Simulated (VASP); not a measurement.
# Ge (P6_3/mmc) in VASP: notebook

Runs on Ge. Level: PBE. Tasks: relaxation of cell and atoms.

All numbers are computed with VASP 6.6.1; they aren't measurements. Logs are shortened: lines on timing, memory, paths and dates and some standing lists are left out, and cuts for length are marked.

## Step 1: The cell of the first run

The structure is hexagonal, space group P6_3/mmc (No. 194). Conventional cell: a = 3.003 Å, b = 3.003 Å, c = 4.865 Å, α = 90.00°, β = 90.00°, γ = 120.00°. Ge (site symmetry -6m2) has 12 Ge at 2.99 to 3.00 Å within 3.9 Å.

This isn't the form of Ge at room conditions, which is diamond.

## Step 2: Relaxation of cell and atoms, PBE

File INCAR:

```
PREC = Accurate
ENCUT = 600
EDIFF = 1E-7
ISMEAR = -1
SIGMA = 0.05
LREAL = F
LASPH = T
NELM = 60
ALGO = Normal
ISIF = 3
LWAVE = F
LCHARG = F
GGA = PE
IBRION = 2
NSW = 60
EDIFFG = -0.005
```

File KPOINTS:

```
Automatic mesh
0
Gamma
  16 16 9
```

File POSCAR:

```
Ge
1.0
    3.0031658500      0.0000000000      0.0000000000
   -1.5015829250      2.6008179178      0.0000000000
    0.0000000000      0.0000000000      4.8651286769
Ge
2
Direct
    0.3333333333      0.6666666667      0.2500000000
    0.6666666667      0.3333333333      0.7500000000
```

Potentials or basis: VASP PAW PBE potentials, release 64 (Ge_d).

Command:

```bash
cat potpaw_PBE.64/Ge_d/POTCAR > POTCAR
mpirun -np 1 vasp_std > vasp.out
```

OUTCAR:

```text
PREC = Accurate
   ENCUT = 600
   EDIFF = 1E-7
   ISMEAR = -1
   LREAL = F
   LASPH = T
   NELM = 60
   ISIF = 3
   GGA = PE
   IBRION = 2
   NSW = 60
   EDIFFG = -0.005

 ion  position               nearest neighbor table
   1  0.333  0.667  0.250-
   2  0.667  0.333  0.750-

  LATTYP: Found a hexagonal cell.
 ALAT       =     3.0031658500
 C/A-ratio  =     1.6200000000

  Lattice vectors:

 A1 = (   3.0031658500,   0.0000000000,   0.0000000000)
 A2 = (  -1.5015829250,   2.6008179178,   0.0000000000)
 A3 = (   0.0000000000,   0.0000000000,   4.8651286769)

Analysis of symmetry for initial positions (statically):
=====================================================================
 Subroutine PRICEL returns:
 Original cell was already a primitive cell.

 Routine SETGRP: Setting up the symmetry group for a
 hexagonal supercell.

 Subroutine GETGRP returns: Found 24 space group operations
 (whereof 12 operations were pure point group operations)
 out of a pool of 24 trial point group operations.

The static configuration has the point symmetry D_3d.
 The point group associated with its full space group is D_6h.

Analysis of symmetry for dynamics (positions and initial velocities):
=====================================================================
 Subroutine PRICEL returns:
 Original cell was already a primitive cell.

 Routine SETGRP: Setting up the symmetry group for a
 hexagonal supercell.

 Subroutine GETGRP returns: Found 24 space group operations
 (whereof 12 operations were pure point group operations)
 out of a pool of 24 trial point group operations.

The dynamic configuration has the point symmetry D_3d.
 The point group associated with its full space group is D_6h.

 Subroutine INISYM returns: Found 24 space group operations
 (whereof 12 operations are pure point group operations),
 and found     1 'primitive' translations

----------------------------------------------------------------------------------------

                                     Primitive cell

  volume of cell :      38.0000

  direct lattice vectors                    reciprocal lattice vectors
     3.003165850  0.000000000  0.000000000     0.332981943  0.192247214  0.000000000
    -1.501582925  2.600817918  0.000000000     0.000000000  0.384494429  0.000000000
     0.000000000  0.000000000  4.865128677     0.000000000  0.000000000  0.205544409

  length of vectors
     3.003165850  3.003165850  4.865128677     0.384494429  0.384494429  0.205544409

  position of ions in fractional coordinates (direct lattice)
     0.333333333  0.666666667  0.250000000
     0.666666667  0.333333333  0.750000000

  ion indices of the primitive-cell ions
   primitive index   ion index
                 1           1
                 2           2

----------------------------------------------------------------------------------------

 KPOINTS: Automatic mesh

Automatic generation of k-mesh.
 Grid dimensions read from file:
 generate k-points for:   16   16    9

 Generating k-lattice:

  Cartesian coordinates                     Fractional coordinates (reciprocal lattice)
     0.020811371  0.012015451  0.000000000     0.062500000  0.000000000  0.000000000
     0.000000000  0.024030902  0.000000000     0.000000000  0.062500000  0.000000000
     0.000000000  0.000000000  0.022838268     0.000000000  0.000000000  0.111111111

  Length of vectors
     0.024030902  0.024030902  0.022838268

  Shift w.r.t. Gamma in fractional coordinates (k-lattice)
     0.000000000  0.000000000  0.000000000

 Subroutine IBZKPT returns following result:
 ===========================================

 Found    150 irreducible k-points:

 Following reciprocal coordinates:
            Coordinates               Weight
  0.000000  0.000000  0.000000      1.000000
  0.062500  0.000000  0.000000      6.000000
  0.125000  0.000000  0.000000      6.000000
  0.187500 -0.000000  0.000000      6.000000
  0.250000  0.000000  0.000000      6.000000
  0.312500 -0.000000  0.000000      6.000000
[... 16 lines left out ...]
  0.187500  0.187500  0.000000      6.000000
  0.250000  0.187500  0.000000     12.000000
 [... further k-points ...]
   k-points           NKPTS =    150   k-points in BZ     NKDIM =    150   number of bands    NBANDS=     18
   number of dos      NEDOS =    301   number of ions     NIONS =      2
   total plane-waves  NPLWV =  23040
   dimension x,y,z NGX =    24 NGY =   24 NGZ =   40
   dimension x,y,z NGXF=    48 NGYF=   48 NGZF=   80
   ions per type =               2
   NGX,Y,Z   is equivalent  to a cutoff of  13.29, 13.29, 13.67 a.u.
   NGXF,Y,Z  is equivalent  to a cutoff of  26.57, 26.57, 27.34 a.u.
 SYSTEM =  unknown system
   PREC   = accura    normal or accurate (medium, high low for compatibility)
   ISTART =      0    job   : 0-new  1-cont  2-samecut
   ICHARG =      2    charge: 1-file 2-atom 10-const
   ISPIN  =      1    spin polarized calculation?
   LNONCOLLINEAR =      F non collinear calculations
   LSORBIT =      F    spin-orbit coupling
   LASPH  =      T    aspherical Exc in radial PAW
   ENCUT  =  600.0 eV  44.10 Ry    6.64 a.u.   6.00  6.00  9.72*2*pi/ulx,y,z
   NELM   =     60;   NELMIN=  2; NELMDL= -5     # of ELM steps
   EDIFF  = 0.1E-06   stopping-criterion for ELM
   LREAL  =      F    real-space projection
   EDIFFG = -.5E-02   stopping-criterion for IOM
   NSW    =     60    number of steps for IOM
   IBRION =      2    ionic relax: 0-MD 1-quasi-New 2-CG
   NFREE  =      1    steps in history (QN), initial steepest desc. (CG)
   ISIF   =      3    stress and relaxation
   ISYM   =      2    0-nonsym 1-usesym 2-fastsym
   POTIM  = 0.5000    time-step for ionic-motion
   TEBEG  =    0.0;   TEEND  =   0.0 temperature during run
   PSTRESS=    0.0 pullay stress
   NELECT =      28.0000    total number of electrons
   NUPDOWN=      -1.0000    fix difference up-down
   EMIN   =  10.00;   EMAX   =-10.00  energy-range for DOS
   EFERMI =   0.00;   METHOD = LEGACY
   ISMEAR =    -1;   SIGMA  =   0.05  broadening in eV -4-tet -1-fermi 0-gaus
   EFERMI_NEDOS =   21; number of points for ismear=-14 and -15
   IALGO  =     38    algorithm
   IMIX   =      4    mixing-type and parameters
     AMIX     =   0.40;   BMIX     =  1.00
     AMIX_MAG =   1.60;   BMIX_MAG =  1.00
  volume/ion in A,a.u.               =      19.00       128.22
  Fermi-wavevector in a.u.,A,eV,Ry     =   1.478653  2.794249 29.747983  2.186415
  Thomas-Fermi vector in A             =   2.592908
   LORBIT       =      0    0 simple, 1 ext, 2 COOP (PROOUT), +10 PAW based schemes
   GGA     = PE    functional components
   LHFCALC =     F    Hartree Fock is set to
   AEXX    =    0.0000 exact exchange contribution
   IVDW    =     0    specifies the selected vdW correction
   LEPSILON=     F    determine dielectric tensor
   LRPA    =     F    only Hartree local field effects (RPA)
 conjugate gradient relaxation of ions
 non-spin polarized calculation
  energy-cutoff  :      600.00
  volume of cell :       38.00
 maximum number of plane-waves:      1291
 NGX is ok and might be reduce to    24
   NGX = 11   NGY = 11   NGZ = 19

--------------------------------------- Ionic step        1  -------------------------------------------

 number of electron      28.0000030 magnetization

 Free energy of the ion-electron system (eV)
  ---------------------------------------------------
  ext. energy  EPLUGINS =         0.00000000
  ---------------------------------------------------
  free energy    TOTEN  =        -8.38416785 eV

  energy without entropy =       -8.37787833  energy(sigma->0) =       -8.38102309

------------------------ aborting loop because EDIFF is reached ----------------------------------------

  FORCE on cell =-STRESS in cart. coord.  units (eV):
  Direction    XX          YY          ZZ          XY          YZ          ZX
  --------------------------------------------------------------------------------------
  -------------------------------------------------------------------------------------
  Total        0.1369947      0.1369947      0.4482882      0.0000000     -0.0000000     -0.0000000
  in kB        5.7760461      5.7760461     18.9009782      0.0000000     -0.0000000     -0.0000000
  external PRESSURE =      10.1510235 kB  Pullay stress =       0.0000000 kB
[... 89 lines left out ...]
  FREE ENERGIE OF THE ION-ELECTRON SYSTEM (eV)
  ---------------------------------------------------
  free  energy   TOTEN  =        -8.3870613589 eV

  energy  without entropy=       -8.3804952713  energy(sigma->0) =       -8.38377832

[... ionic steps 4 to 7 ...]

--------------------------------------- Ionic step        8  -------------------------------------------

 number of electron      28.0000030 magnetization

------------------------ aborting loop because EDIFF is reached ----------------------------------------

  FORCE on cell =-STRESS in cart. coord.  units (eV):
  Direction    XX          YY          ZZ          XY          YZ          ZX
  --------------------------------------------------------------------------------------
  -------------------------------------------------------------------------------------
  Total       -0.0261208     -0.0261208     -0.0251659      0.0000000     -0.0000000     -0.0000000
  in kB       -1.0843950     -1.0843950     -1.0447540      0.0000000     -0.0000000     -0.0000000
  external PRESSURE =      -1.0711814 kB  Pullay stress =       0.0000000 kB
[... 57 lines left out ...]
  energy  without entropy=       -8.3813190345  energy(sigma->0) =       -8.38443696

--------------------------------------- Ionic step       10  -------------------------------------------

 number of electron      28.0000030 magnetization

 Free energy of the ion-electron system (eV)
  ---------------------------------------------------
  ext. energy  EPLUGINS =         0.00000000
  ---------------------------------------------------
  free energy    TOTEN  =        -8.38755487 eV

  energy without entropy =       -8.38131829  energy(sigma->0) =       -8.38443658

 E-fermi :   6.5857     XC(G=0): -11.1898

 val. band max:        6.5627208111   @ k =   0.1875   0.1875   0.0000
 cond. band min:       6.5902224032   @ k =   0.3125   0.1875   0.4444
 fundamental gap:      0.0275015922
 Fermi energy:         6.5857363487

 k-point     1 :       0.0000    0.0000    0.0000
  band No.  band energies     occupation
      1     -18.1835      2.00000
      2     -18.1829      2.00000
      3     -18.1758      2.00000
      4     -18.1758      2.00000
      5     -18.1694      2.00000
      6     -18.1694      2.00000
[... 10 lines left out ...]
     17      15.1303      0.00000
     18      15.2994      0.00000
[... 466 lines left out ...]
      2     -18.1911      2.00000
      3     -18.1756      2.00000
      4     -18.1683      2.00000
      5     -18.1456      2.00000
      6     -18.1338      2.00000
[... 10 lines left out ...]
     17      10.4351      0.00000
     18      10.6381      0.00000

 [... further k-points ...]
[... 5 lines left out ...]
  --------------------------------------------------------------------------------------
  -------------------------------------------------------------------------------------
  Total       -0.0073023     -0.0073023     -0.0023277      0.0000000      0.0000000     -0.0000000
  in kB       -0.3032275     -0.3032275     -0.0966560      0.0000000      0.0000000     -0.0000000
  external PRESSURE =      -0.2343704 kB  Pullay stress =       0.0000000 kB
[... 17 lines left out ...]
  FREE ENERGIE OF THE ION-ELECTRON SYSTEM (eV)
  ---------------------------------------------------
  free  energy   TOTEN  =        -8.3875548718 eV

  energy  without entropy=       -8.3813182923  energy(sigma->0) =       -8.38443658

 reached required accuracy - stopping structural energy minimisation
```

It took 5 min on 1 thread of Intel Xeon 8259CL, shared host; peak memory 0.25 GiB.

What came out:

* Free energy: -8.3876 eV
* Relaxed volume: 19.29 Å³/atom
* Relaxed cell: a = 3.003 Å, b = 3.003 Å, c = 4.942 Å, α = 90.00°, β = 90.00°, γ = 120.00°
* Space group after relaxing (to 0.1 Å): P6_3/mmc (No. 194)
* Energy gained by relaxing: 1.7 meV/atom
* Ionic steps: 10
* Pressure after relaxing: 0.0 GPa
* Band gap on the k mesh: zero (bands 14 and 15 overlap by 9.20 eV)

Step by step:
| step | energy change (eV) | largest force (eV/Å) | pressure (GPa) | volume (Å³) |
| --- | --- | --- | --- | --- |
| 1 | 0.0000 | 0.0000 | 1.02 | 38.00 |
| 2 | -0.0029 | 0.0000 | -0.13 | 38.67 |
| 3 | -0.0029 | 0.0000 | -0.30 | 38.70 |
| 4 | -0.0029 | 0.0000 | -0.13 | 38.68 |
| 5 | -0.0033 | 0.0000 | -0.08 | 38.62 |
| 6 | -0.0034 | 0.0000 | 0.02 | 38.57 |
| 7 | -0.0034 | 0.0000 | 0.05 | 38.56 |
| 8 | -0.0034 | 0.0000 | -0.11 | 38.59 |
| 9 | -0.0034 | 0.0000 | 0.02 | 38.58 |
| 10 | -0.0034 | 0.0000 | -0.02 | 38.58 |

Final structure:
```
CELL_PARAMETERS angstrom
3.00266 0.00000 0.00000
-1.50133 2.60038 0.00000
0.00000 0.00000 4.94152
ATOMIC_POSITIONS crystal
Ge 0.33333 0.66667 0.25000
Ge 0.66667 0.33333 0.75000
```

## Step 3: Relaxation of cell and atoms, PBE

This run uses another cell than the first one, of 19.27 Å³/atom.

File INCAR:

```
SYSTEM = Ge
PREC = Accurate
ENCUT = 600
EDIFF = 1E-7
ISMEAR = -1
SIGMA = 0.05
LREAL = .False.
LASPH = .True.
NELM = 60
ALGO = Normal
ISIF = 3
LWAVE = .False.
LCHARG = .False.
GGA = PE
IBRION = 2
NSW = 45
EDIFFG = -0.005
```

File KPOINTS:

```
Automatic mesh
0
Gamma
  16 16 9
  0 0 0
```

File POSCAR:

```
Ge
1.0
    3.0014039212      0.0000000000      0.0000000000
   -1.5007019606      2.5992920427      0.0000000000
    0.0000000000      0.0000000000      4.9399040589
Ge
2
Direct
    0.3333333333      0.6666666667      0.2500000000
    0.6666666667      0.3333333333      0.7500000000
```

Potentials or basis: VASP PAW PBE potentials, release 64 (Ge_d).

Command:

```bash
cat potpaw_PBE.64/Ge_d/POTCAR > POTCAR
mpirun -np 1 vasp_std > vasp.out
```

Run time: 2.4 min. Hardware: 1 thread of Intel Xeon 8259CL, shared host; peak memory 0.24 GiB.

It converged, with:

* Free energy: -8.3876 eV
* Relaxed volume: 19.28 Å³/atom
* Relaxed cell: a = 3.002 Å, b = 3.002 Å, c = 4.941 Å, α = 90.00°, β = 90.00°, γ = 120.00°
* Space group after relaxing (to 0.1 Å): P6_3/mmc (No. 194)
* Energy gained by relaxing: 0.0 meV/atom
* Ionic steps: 5
* Pressure after relaxing: 0.0 GPa
* Band gap on the k mesh: zero (bands 14 and 15 overlap by 9.21 eV)

Final structure:
```
Ge
1.0
     3.00196    0.00000    0.00000
    -1.50098    2.59978    0.00000
     0.00000    0.00000    4.94094
Ge
2
Direct
  0.33333 0.66667 0.25000
  0.66667 0.33333 0.75000
```

Levels at points of the mesh, in eV from the Fermi level:
| k point | band 11 | band 12 | band 13 | band 14 | band 15 | band 16 | band 17 | band 18 |
| --- | --- | --- | --- | --- | --- | --- | --- | --- |
| (0.00, 0.00, 0.00) | -13.02 | -7.97 | -5.45 | 6.72 | 6.72 | 8.55 | 8.55 | 8.72 |
| (0.50, 0.00, 0.00) | -8.22 | -6.92 | -2.75 | -1.70 | -0.90 | 1.33 | 2.66 | 6.61 |

The gap in the log of VASP goes by the Fermi energy; the results here count the filled bands.